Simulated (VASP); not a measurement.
# MgS in VASP: a series of runs, part 2 of 2

VASP 6.6.1.

## Step 3: Single point, HSE06 (uniaxial z strain +4.1%)

POSCAR reads:

```
MgS
1.0
    0.0000000000      2.6015179373      2.7087004763
    2.6015179373      0.0000000000      2.7087004763
    2.6015179373      2.6015179373      0.0000000000
Mg S
1 1
Direct
    0.0000000000      0.0000000000      0.0000000000
    0.5000000000      0.5000000000      0.5000000000
```

INCAR.step1 reads:

```
  PREC = Accurate
  ENCUT = 520
  EDIFF = 1E-5
  ISMEAR = 0
  SIGMA = 0.01
  LREAL = False
  LASPH = True
  NELM = 80
  ALGO = Normal
  ISIF = 2
  LWAVE = True
  LCHARG = False
  GGA = PE
  NBANDS = 11
```

INCAR.step2 reads:

```
  PREC = Accurate
  ENCUT = 520
  EDIFF = 1E-6
  ISMEAR = 0
  SIGMA = 0.01
  LREAL = False
  LASPH = True
  NELM = 80
  ALGO = Normal
  ISIF = 2
  LWAVE = False
  LCHARG = False
  GGA = PE
  LHFCALC = True
  HFSCREEN = 0.2079
  PRECFOCK = Normal
  ISTART = 1
  NBANDS = 11
```

KPOINTS reads:

```
regular mesh
0
Gamma
  6 6 6
```

Potentials or basis: VASP PAW PBE potentials, release 64 (Mg, S).

The run is started by

```sh
> cat potpaw_PBE.64/Mg/POTCAR potpaw_PBE.64/S/POTCAR > POTCAR
> cp INCAR.step1 INCAR
> mpirun -np 1 vasp_std > vasp.out
> cp INCAR.step2 INCAR
> mpirun -np 1 vasp_std > vasp.out
```

OUTCAR:

```text
PREC = Accurate
   ENCUT = 520
   EDIFF = 1E-6
   ISMEAR = 0
   LREAL = False
   LASPH = True
   NELM = 80
   ISIF = 2
   GGA = PE
   LHFCALC = True
   HFSCREEN = 0.2079
   PRECFOCK = Normal
   ISTART = 1

 ion  position               nearest neighbor table
   1  0.000  0.000  0.000-   2 2.60   2 2.60   2 2.60   2 2.60   2 2.71   2 2.71
   2  0.500  0.500  0.500-   1 2.60   1 2.60   1 2.60   1 2.60   1 2.71   1 2.71

  LATTYP: Found a body centered tetragonal cell.
 ALAT       =     3.6791019497
 C/A-ratio  =     1.4724791611

  Lattice vectors:

 A1 = (  -2.6015179373,   0.0000000000,   2.7087004763)
 A2 = (   2.6015179373,   0.0000000000,   2.7087004763)
 A3 = (   0.0000000000,   2.6015179373,  -2.7087004763)

Analysis of symmetry for initial positions (statically):
=====================================================================
 Subroutine PRICEL returns:
 Original cell was already a primitive cell.

 Routine SETGRP: Setting up the symmetry group for a
 body centered tetragonal supercell.

 Subroutine GETGRP returns: Found 16 space group operations
 (whereof 16 operations were pure point group operations)
 out of a pool of 16 trial point group operations.

The static configuration has the point symmetry D_4h.

Analysis of symmetry for dynamics (positions and initial velocities):
=====================================================================
 Subroutine PRICEL returns:
 Original cell was already a primitive cell.

 Routine SETGRP: Setting up the symmetry group for a
 body centered tetragonal supercell.

 Subroutine GETGRP returns: Found 16 space group operations
 (whereof 16 operations were pure point group operations)
 out of a pool of 16 trial point group operations.

The dynamic configuration has the point symmetry D_4h.

 Subroutine INISYM returns: Found 16 space group operations
 (whereof 16 operations are pure point group operations),
 and found     1 'primitive' translations

----------------------------------------------------------------------------------------

[... 129 lines left out ...]
   LEPSILON=     F    determine dielectric tensor
   LRPA    =     F    only Hartree local field effects (RPA)
 non-spin polarized calculation
 Gauss-broadening in eV      SIGMA  =   0.01
  energy-cutoff  :      520.00
  volume of cell :       36.66
 maximum number of plane-waves:       998
  NGX = 24; NGY = 24; NGZ = 24

 number of electron       8.0000001 magnetization

 Free energy of the ion-electron system (eV)
  ---------------------------------------------------
  ext. energy  EPLUGINS =         0.00000000
  ---------------------------------------------------
  free energy    TOTEN  =        -9.85776288 eV

  energy without entropy =       -9.85776288  energy(sigma->0) =       -9.85776288

 E-fermi :   2.9601     XC(G=0):  -7.9194

 val. band max:        2.8300574128   @ k =   0.0000   0.0000   0.0000
 cond. band min:       6.3102488374   @ k =   0.5000   0.0000   0.5000
 fundamental gap:      3.4801914246
 Fermi energy:         2.9600525873

 k-point     1 :       0.0000    0.0000    0.0000
  band No.  band energies     occupation
      1     -11.0145      2.00000
      2       2.6502      2.00000
      3       2.6502      2.00000
      4       2.8301      2.00000
      5       7.1755      0.00000
      6      11.5626      0.00000
      7      11.9827      0.00000
      8      11.9827      0.00000
      9      14.0387      0.00000
     10      14.6325      0.00000
     11      16.2683      0.00000
[... 309 lines left out ...]
 k-point    24 :       0.5000    0.0000    0.3333
  band No.  band energies     occupation
      1      -9.3832      2.00000
      2      -1.3717      2.00000
      3       0.3082      2.00000
      4       1.1794      2.00000
      5       7.2720      0.00000
      6       9.3392      0.00000
      7      13.7241      0.00000
      8      14.2642      0.00000
      9      16.6553      0.00000
     10      18.6805      0.00000
     11      19.8394      0.00000

 [... further k-points ...]

------------------------ aborting loop because EDIFF is reached ----------------------------------------

  FORCE on cell =-STRESS in cart. coord.  units (eV):
  Direction    XX          YY          ZZ          XY          YZ          ZX
  --------------------------------------------------------------------------------------
  -------------------------------------------------------------------------------------
  Total       -0.5431781     -0.5431781     -1.2344991      0.0000000     -0.0000000      0.0000000
  in kB      -23.7360375    -23.7360375    -53.9456862      0.0000000     -0.0000000      0.0000000
  external PRESSURE =     -33.8059204 kB  Pullay stress =       0.0000000 kB

 VOLUME and BASIS-vectors are now :
 -----------------------------------------------------------------------------
  energy-cutoff  :      520.00
  volume of cell :       36.66
      direct lattice vectors                 reciprocal lattice vectors
     0.000000000  2.601517937  2.708700476    -0.192195484  0.192195484  0.184590361
     2.601517937  0.000000000  2.708700476     0.192195484 -0.192195484  0.184590361
     2.601517937  2.601517937  0.000000000     0.192195484  0.192195484 -0.184590361

 POSITION                                       TOTAL-FORCE (eV/Angst)
 -----------------------------------------------------------------------------------
      0.00000      0.00000      0.00000        -0.000000      0.000000      0.000000
      2.60152      2.60152      2.70870         0.000000     -0.000000      0.000000
 -----------------------------------------------------------------------------------
    total drift:                                0.000132      0.000379     -0.000480

  FREE ENERGIE OF THE ION-ELECTRON SYSTEM (eV)
  ---------------------------------------------------
  free  energy   TOTEN  =        -9.8577628822 eV

  energy  without entropy=       -9.8577628822  energy(sigma->0) =       -9.85776288
```

OUTCAR.step1:

```text
PREC = Accurate
   ENCUT = 520
   EDIFF = 1E-5
   ISMEAR = 0
   LREAL = False
[... 559 lines left out ...]
      0.00000      0.00000      0.00000        -0.000000      0.000000      0.000000
      2.60152      2.60152      2.70870         0.000000     -0.000000      0.000000
 -----------------------------------------------------------------------------------
    total drift:                                0.000000      0.000000      0.000000

  FREE ENERGIE OF THE ION-ELECTRON SYSTEM (eV)
  ---------------------------------------------------
  free  energy   TOTEN  =        -8.4840696515 eV

  energy  without entropy=       -8.4840696515  energy(sigma->0) =       -8.48406965
```

OSZICAR.step1:

```text
N       E                     dE             d eps       ncg     rms          rms(c)
DAV:   1     0.227503372284E+02    0.22750E+02   -0.35064E+03   700   0.589E+02
DAV:   2    -0.742473529177E+01   -0.30175E+02   -0.27719E+02   820   0.101E+02
DAV:   3    -0.890149735784E+01   -0.14768E+01   -0.14744E+01   791   0.238E+01
DAV:   4    -0.891063227274E+01   -0.91349E-02   -0.91341E-02   800   0.221E+00
DAV:   5    -0.891071510715E+01   -0.82834E-04   -0.82834E-04   858   0.206E-01    0.425E+00
DAV:   6    -0.852590816652E+01    0.38481E+00   -0.85307E-01   738   0.358E+00    0.330E+00
DAV:   7    -0.848458160289E+01    0.41327E-01   -0.22062E-01   786   0.201E+00    0.223E+00
DAV:   8    -0.848441486161E+01    0.16674E-03   -0.16392E-02   723   0.776E-01    0.103E+00
DAV:   9    -0.848405648284E+01    0.35838E-03   -0.95527E-04   765   0.176E-01    0.361E-01
DAV:  10    -0.848407289970E+01   -0.16417E-04   -0.25883E-04   776   0.740E-02    0.427E-02
DAV:  11    -0.848406965155E+01    0.32482E-05   -0.20601E-05   693   0.200E-02
   1 F= -.84840697E+01 E0= -.84840697E+01  d E =-.550330E-21
```

Wall time 42 min (1 thread of Intel Xeon 8259CL, shared host); peak memory 0.28 GiB.

Results:

```yaml
Free_energy: -9.8578 eV
Pressure: -3.4 GPa
Band_gap_on_the_k_mesh: 3.48 eV (least direct gap 4.35 eV)
```

Stress tensor (GPa, compression positive):
```
-2.37  0.00  0.00
 0.00 -2.37  0.00
 0.00  0.00 -5.39
```

Caveat: the cell differs from its parent crystal (uniaxial z strain +4.1%); the cell stands under tension; the PAW data sets were made with another functional, which shifts forces and pressure a little.
